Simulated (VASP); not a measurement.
# Hg3Sb4Pt7 (P1) in VASP: single point with PBE

Aim: the single point of Hg3Sb4Pt7 with PBE.

Everything below comes from runs of VASP 6.6.1. Logs are shortened: lines on timing, memory, paths and dates and some standing lists are left out, and cuts for length are marked.

## 1. The cell of the first run

The typed cell holds 14 atoms: a = 4.304 Å, b = 8.528 Å, c = 8.463 Å, α = 104.55°, β = 75.60°, γ = 104.13°.

## 2. Single point, PBE

Input file INCAR:

```
SYSTEM = Hg3Sb4Pt7
  ALGO = Normal
  EDIFF = 1E-6
  ENCUT = 500
  GGA = PE
  GGA_COMPAT = .False.
  ISIF = 2
  ISMEAR = -1
  LASPH = .True.
  LCHARG = .False.
  LREAL = .False.
  LWAVE = .False.
  NBANDS = 76
  NELM = 120
  PREC = Accurate
  SIGMA = 0.1
```

Input file KPOINTS:

```
Automatic mesh
0
Gamma
  5 3 3
  0 0.5 0.5
```

Input file POSCAR:

```
Hg3Sb4Pt7
1.0
    0.0183850000      4.3037480000      0.0086470000
    8.2615020000     -2.1165870000     -0.0507000000
   -1.6986270000      2.1281030000     -8.0134030000
Pt Sb Hg
7 4 3
Direct
    0.0195870000      0.7194690000      0.7140490000
    0.9672190000      0.2906130000      0.3571770000
    0.3522350000      0.6009430000      0.8289820000
    0.6284200000      0.4447370000      0.1562520000
    0.4258750000      0.5352750000      0.5182810000
    0.1581850000      0.0556290000      0.7262210000
    0.7992200000      0.9380100000      0.2680510000
    0.1034980000      0.3093910000      0.9810460000
    0.8281650000      0.6938410000      0.0380890000
    0.3564590000      0.1012900000      0.3608090000
    0.6020670000      0.9026250000      0.6018560000
    0.1561080000      0.6581060000      0.3139690000
    0.8225460000      0.3265460000      0.6799240000
    0.4391570000      0.9996360000      0.0112830000
```

Potentials or basis: VASP PAW PBE potentials, release 64 (Pt, Sb, Hg).

Launch:

```bash
$ cat potpaw_PBE.64/Pt/POTCAR potpaw_PBE.64/Sb/POTCAR potpaw_PBE.64/Hg/POTCAR > POTCAR
$ mpirun -np 1 vasp_std > vasp.out
```

OUTCAR:

```text
SYSTEM = Hg3Sb4Pt7
   EDIFF = 1E-6
   ENCUT = 500
   GGA = PE
   ISIF = 2
   ISMEAR = -1
   LASPH = .True.
   LREAL = .False.
   NELM = 120
   PREC = Accurate

 ion  position               nearest neighbor table
   1  0.020  0.719  0.714-   3 2.43   5 2.62  11 2.70   9 2.71   6 2.76   3 2.81  11 3.09  13 3.21
                            12 3.22   5 3.25  14 3.53
   2  0.967  0.291  0.357-  13 2.60  10 2.60  10 2.73   5 2.83   7 2.86   4 3.10   8 3.13  12 3.13
                             4 3.17   5 3.32
   3  0.352  0.601  0.829-   1 2.43   5 2.50   9 2.65   1 2.81   9 2.87   8 2.93  13 3.10  13 3.27
                            14 3.33  11 3.40
   4  0.628  0.445  0.156-   9 2.45   8 2.55   8 2.86  12 2.91  12 2.92   5 2.93   2 3.10   2 3.17
                            10 3.58  14 3.64
   5  0.426  0.535  0.518-   3 2.50   1 2.62  12 2.82   2 2.83   4 2.93  11 2.98  13 3.00  12 3.25
                             1 3.25   2 3.32  13 3.44  10 3.57
   6  0.158  0.056  0.726-  11 2.45   8 2.65  11 2.75   1 2.76  10 3.09  14 3.13  13 3.15  13 3.22
                            14 3.43
   7  0.799  0.938  0.268-   9 2.47  10 2.49  10 2.66  11 2.81   2 2.86  14 3.08  14 3.17  12 3.20
                            12 3.28
   8  0.103  0.309  0.981-   4 2.55   6 2.65   4 2.86   3 2.93  13 3.13   2 3.13  14 3.39  14 3.39
                            13 3.48  12 3.55   9 3.63
   9  0.828  0.694  0.038-   4 2.45   7 2.47   3 2.65   1 2.71   3 2.87  12 3.12  14 3.23  12 3.24
                            14 3.50   8 3.63  13 3.77
  10  0.356  0.101  0.361-   7 2.49   2 2.60   7 2.66   2 2.73  14 2.82   6 3.09  11 3.44  13 3.57
                             5 3.57   4 3.58  12 3.61  13 3.64  11 3.65
  11  0.602  0.903  0.602-   6 2.45   1 2.70   6 2.75   7 2.81   5 2.98   1 3.09  14 3.29   3 3.40
                            12 3.43  10 3.44  13 3.44  12 3.60  10 3.65
  12  0.156  0.658  0.314-   5 2.82   4 2.91   4 2.92   9 3.12   2 3.13   7 3.20   1 3.22   9 3.24
                             5 3.25   7 3.28  11 3.43   8 3.55  11 3.60  10 3.61
  13  0.823  0.327  0.680-   2 2.60   5 3.00   3 3.10   8 3.13   6 3.15   1 3.21   6 3.22   3 3.27
                             5 3.44  11 3.44   8 3.48  10 3.57  10 3.64   9 3.77
  14  0.439  1.000  0.011-  10 2.82   7 3.08   6 3.13   7 3.17   9 3.23  11 3.29   3 3.33   8 3.39
                             8 3.39   6 3.43   9 3.50   1 3.53   4 3.64

  LATTYP: Found a triclinic cell.
 ALAT       =     8.4633789768
 B/A-ratio  =     1.2284896600
 C/A-ratio  =     0.5085198202
 COS(alpha) =     0.0022457241
 COS(beta)  =     0.2486858853
 COS(gamma) =     0.6079595874

  Lattice vectors:

 A1 = (   1.6986270000,  -2.1281030000,   8.0134030000)
 A2 = (  -6.5628750000,  -0.0115160000,   8.0641030000)
 A3 = (  -0.0183850000,  -4.3037480000,  -0.0086470000)

Analysis of symmetry for initial positions (statically):
=====================================================================
 Subroutine PRICEL returns:
 Original cell was already a primitive cell.

 Routine SETGRP: Setting up the symmetry group for a
 triclinic supercell.

 Subroutine GETGRP returns: Found  1 space group operations
 (whereof  1 operations were pure point group operations)
 out of a pool of  2 trial point group operations.

The static configuration has the point symmetry C_1 .

Analysis of symmetry for dynamics (positions and initial velocities):
=====================================================================
 Subroutine PRICEL returns:
 Original cell was already a primitive cell.

 Routine SETGRP: Setting up the symmetry group for a
 triclinic supercell.

 Subroutine GETGRP returns: Found  1 space group operations
 (whereof  1 operations were pure point group operations)
 out of a pool of  2 trial point group operations.

The dynamic configuration has the point symmetry C_1 .

 Subroutine INISYM returns: Found  1 space group operations
 (whereof  1 operations are pure point group operations),
 and found     1 'primitive' translations

----------------------------------------------------------------------------------------

                                     Primitive cell

  volume of cell :     285.7253

  direct lattice vectors                    reciprocal lattice vectors
     0.018385000  4.303748000  0.008647000     0.059739051  0.232002067  0.048949233
[... 52 lines left out ...]
    -0.000233205  0.000084428 -0.041525122    -0.000000000  0.000000000  0.333333333

  Length of vectors
     0.048903882  0.041158814  0.041525862

  Shift w.r.t. Gamma in fractional coordinates (k-lattice)
     0.000000000  0.500000000  0.500000000

 Subroutine IBZKPT returns following result:
 ===========================================

 Found     23 irreducible k-points:

 Following reciprocal coordinates:
            Coordinates               Weight
 -0.000000  0.166667  0.166667      2.000000
  0.200000  0.166667  0.166667      2.000000
  0.400000  0.166667  0.166667      2.000000
 -0.400000  0.166667  0.166667      2.000000
 -0.200000  0.166667  0.166667      2.000000
 -0.000000  0.500000  0.166667      2.000000
[... 15 lines left out ...]
  0.200000  0.500000  0.500000      2.000000
  0.400000  0.500000  0.500000      2.000000
   k-points           NKPTS =     23   k-points in BZ     NKDIM =     23   number of bands    NBANDS=     76
   number of dos      NEDOS =    301   number of ions     NIONS =     14
   total plane-waves  NPLWV = 131072
   dimension x,y,z NGX =    32 NGY =   64 NGZ =   64
   dimension x,y,z NGXF=    64 NGYF=  128 NGZF=  128
   ions per type =               7   4   3
   NGX,Y,Z   is equivalent  to a cutoff of  12.36, 12.48, 12.57 a.u.
   NGXF,Y,Z  is equivalent  to a cutoff of  24.72, 24.95, 25.14 a.u.
 SYSTEM =  Hg3Sb4Pt7
   PREC   = accura    normal or accurate (medium, high low for compatibility)
   ISTART =      0    job   : 0-new  1-cont  2-samecut
   ICHARG =      2    charge: 1-file 2-atom 10-const
   ISPIN  =      1    spin polarized calculation?
   LNONCOLLINEAR =      F non collinear calculations
   LSORBIT =      F    spin-orbit coupling
   LASPH  =      T    aspherical Exc in radial PAW
   ENCUT  =  500.0 eV  36.75 Ry    6.06 a.u.   7.85 15.55 15.43*2*pi/ulx,y,z
   NELM   =    120;   NELMIN=  2; NELMDL= -5     # of ELM steps
   EDIFF  = 0.1E-05   stopping-criterion for ELM
   LREAL  =      F    real-space projection
   EDIFFG = 0.1E-04   stopping-criterion for IOM
   NSW    =      0    number of steps for IOM
   IBRION =     -1    ionic relax: 0-MD 1-quasi-New 2-CG
   NFREE  =      0    steps in history (QN), initial steepest desc. (CG)
   ISIF   =      2    stress and relaxation
   ISYM   =      2    0-nonsym 1-usesym 2-fastsym
   POTIM  = 0.5000    time-step for ionic-motion
   TEBEG  =    0.0;   TEEND  =   0.0 temperature during run
   PSTRESS=    0.0 pullay stress
   NELECT =     126.0000    total number of electrons
   NUPDOWN=      -1.0000    fix difference up-down
   EMIN   =  10.00;   EMAX   =-10.00  energy-range for DOS
   EFERMI =   0.00;   METHOD = LEGACY
   ISMEAR =    -1;   SIGMA  =   0.10  broadening in eV -4-tet -1-fermi 0-gaus
   EFERMI_NEDOS =   21; number of points for ismear=-14 and -15
   IALGO  =     38    algorithm
   IMIX   =      4    mixing-type and parameters
     AMIX     =   0.40;   BMIX     =  1.00
     AMIX_MAG =   1.60;   BMIX_MAG =  1.00
  volume/ion in A,a.u.               =      20.41       137.73
  Fermi-wavevector in a.u.,A,eV,Ry     =   1.246088  2.354765 21.126252  1.552736
  Thomas-Fermi vector in A             =   2.380281
   LORBIT       =      0    0 simple, 1 ext, 2 COOP (PROOUT), +10 PAW based schemes
   GGA     = PE    functional components
   LHFCALC =     F    Hartree Fock is set to
   AEXX    =    0.0000 exact exchange contribution
   IVDW    =     0    specifies the selected vdW correction
   LEPSILON=     F    determine dielectric tensor
   LRPA    =     F    only Hartree local field effects (RPA)
 non-spin polarized calculation
  energy-cutoff  :      500.00
  volume of cell :      285.73
 maximum number of plane-waves:      7276
   NGX = 15   NGY = 31   NGZ = 31

 number of electron     126.0000005 magnetization

 Free energy of the ion-electron system (eV)
  ---------------------------------------------------
  ext. energy  EPLUGINS =         0.00000000
  ---------------------------------------------------
  free energy    TOTEN  =       -58.39390862 eV

  energy without entropy =      -58.13451318  energy(sigma->0) =      -58.26421090

 E-fermi :   7.9216     XC(G=0): -11.5133

 val. band max:        7.9213344385   @ k =   0.0000  -0.1667   0.1667
 cond. band min:       7.9511476972   @ k =  -0.4000  -0.1667   0.1667
 fundamental gap:      0.0298132587
 Fermi energy:         7.9216134719

 k-point     1 :      -0.0000    0.1667    0.1667
  band No.  band energies     occupation
      1      -4.0629      2.00000
      2      -3.2761      2.00000
      3      -2.6449      2.00000
      4      -2.2780      2.00000
      5       0.3610      2.00000
      6       0.5490      2.00000
[... 1783 lines left out ...]
     74      11.2969      0.00000
     75      11.8565      0.00000
 [bands above 75 left out]

------------------------ aborting loop because EDIFF is reached ----------------------------------------

  FORCE on cell =-STRESS in cart. coord.  units (eV):
  Direction    XX          YY          ZZ          XY          YZ          ZX
  --------------------------------------------------------------------------------------
  -------------------------------------------------------------------------------------
  Total       11.8907473     12.0954794     18.8577675     -7.0680329      3.2586817     -1.7844153
  in kB       66.6762245     67.8242406    105.7431220    -39.6333166     18.2727449    -10.0059377
  external PRESSURE =      80.0811957 kB  Pullay stress =       0.0000000 kB

 VOLUME and BASIS-vectors are now :
 -----------------------------------------------------------------------------
  energy-cutoff  :      500.00
  volume of cell :      285.73
      direct lattice vectors                 reciprocal lattice vectors
     0.018385000  4.303748000  0.008647000     0.059739051  0.232002067  0.048949233
     8.261502000 -2.116587000 -0.050700000     0.120766576 -0.000464216 -0.025722564
    -1.698627000  2.128103000 -8.013403000    -0.000699616  0.000253283 -0.124575365

 POSITION                                       TOTAL-FORCE (eV/Angst)
 -----------------------------------------------------------------------------------
      4.73135      0.08105     -5.75827         1.291919     -3.476335      1.247730
      1.81197      4.30767     -2.86857         1.188120     -0.441326      1.330684
      3.56304      2.00814     -6.67039        -1.991969      3.040492     -2.971492
      3.42034      2.09576     -1.26922        -1.864734     -1.021853     -1.602234
      3.54964      1.80286     -4.17665        -0.330914      1.069594      2.632032
     -0.77109      2.10852     -5.82095         1.474030     -1.636446     -0.817038
      7.30875      2.02470     -2.18865        -0.394836      0.861780     -0.543241
      0.89151      1.87834     -7.87631         0.320963      1.130607     -0.074243
      5.68270      2.17670     -0.33324         0.278821     -0.571627      2.085158
      0.23048      2.08756     -2.89336         1.209661     -0.643295     -1.570409
      6.44578      1.96147     -4.86347        -1.302739      2.226397      0.964379
      4.90650     -0.05293     -2.54798        -0.146349     -0.314432     -0.538980
      1.55795      4.29582     -5.45795         0.048933     -0.321478     -1.034692
      8.24740     -0.20178     -0.13730         0.219092      0.097921      0.892347
 -----------------------------------------------------------------------------------
    total drift:                               -0.000012      0.000230     -0.000908

  FREE ENERGIE OF THE ION-ELECTRON SYSTEM (eV)
  ---------------------------------------------------
  free  energy   TOTEN  =       -58.3939086205 eV

  energy  without entropy=      -58.1345131813  energy(sigma->0) =      -58.26421090
```

It took 20 min on 1 thread of Intel Xeon 8259CL, shared host; peak memory 0.59 GiB.

What came out:

```
Free energy            : -58.3939 eV
Pressure               : 8.0 GPa
Largest force          : 4.695 eV/Å
Band gap on the k mesh : zero (bands 63 and 64 overlap by 0.97 eV)
```

Forces on the atoms (eV/Å):
```
Pt   1.292 -3.476  1.248
Pt   1.188 -0.441  1.331
Pt  -1.992  3.040 -2.971
Pt  -1.865 -1.022 -1.602
Pt  -0.331  1.070  2.632
Pt   1.474 -1.636 -0.817
Pt  -0.395  0.862 -0.543
Sb   0.321  1.131 -0.074
Sb   0.279 -0.572  2.085
Sb   1.210 -0.643 -1.570
Sb  -1.303  2.226  0.964
Hg  -0.146 -0.314 -0.539
Hg   0.049 -0.321 -1.035
Hg   0.219  0.098  0.892
```

Stress tensor (GPa, compression positive):
```
 6.67 -3.96 -1.00
-3.96  6.78  1.83
-1.00  1.83 10.57
```

Caveat: the cell stands under pressure; spin-orbit coupling is left out, which moves the levels of the heavy elements; forces of over 1 eV/Å act on the atoms, so gaps and moduli don't describe the material at rest.

The gap in the log of VASP goes by the Fermi energy; the results here count the filled bands.